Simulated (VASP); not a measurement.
Write the native input for VASP 6.6.1 that does the following.

```yaml
Task: relaxation of cell and atoms
Functional: PBE
Potentials_or_basis: VASP PAW PBE potentials, release 64 (Be, Mo_sv)
Cutoff: 600 eV
k_mesh: 6 × 6 × 6
Occupations: gaussian, width 0.1 eV
Spin: no spin polarisation
Dipole_correction: no
Further_INCAR_settings: ALGO = Fast; EDIFF = 1e-07; IBRION = 2; EDIFFG = -0.04; NSW = 90; ISIF = 3
```

The structure of BeMo lies in POSCAR:

```
BeMo
1.0
    0.0000000000      2.3183008992      2.3183008992
    2.3183008992      0.0000000000      2.3183008992
    2.3183008992      2.3183008992      0.0000000000
Be Mo
1 1
Direct
    0.0000000000      0.0000000000      0.0000000000
    0.7500000000      0.7500000000      0.7500000000
```

These files were run (other wordings do the same):

INCAR

```
SYSTEM = BeMo
PREC = Accurate
ENCUT = 600
EDIFF = 1E-7
ISMEAR = 0
SIGMA = 0.1
LREAL = .FALSE.
LASPH = .TRUE.
NELM = 60
ALGO = Fast
ISIF = 3
LWAVE = .FALSE.
LCHARG = .FALSE.
GGA = PE
IBRION = 2
NSW = 90
EDIFFG = -0.04
```

KPOINTS

```
Automatic mesh
0
G
  6 6 6
  0 0 0
```

Potentials or basis: VASP PAW PBE potentials, release 64 (Be, Mo_sv).

Launch:

```sh
$ cat potpaw_PBE.64/Be/POTCAR potpaw_PBE.64/Mo_sv/POTCAR > POTCAR
$ mpirun -np 1 vasp_std > vasp.out
```

It gave:

```json
{"Relaxed volume": "15.96 Å³/atom", "Relaxed cell": "a = 3.560 Å, b = 3.560 Å, c = 3.560 Å, α = 60.00°, β = 60.00°, γ = 60.00°", "Space group after relaxing (to 0.05 Å)": "F-43m (No. 216)", "Energy gained by relaxing": "351.4 meV/atom", "Ionic steps": "3", "Pressure after relaxing": "-0.1 GPa", "Band gap on the k mesh": "zero (band 8 reaches 6.75 eV, above the bottom of band 9 at 5.67 eV)"}
```

Caveat: the k points lie up to 0.36 Å⁻¹ apart in the final cell; the volume moved by over 15 % at a fixed basis, so the end points are rough.

It took 18 s on 1 thread of Intel(R) Xeon(R) 6975P-C (Granite Rapids) (shared host), peak memory 0.15 GiB.
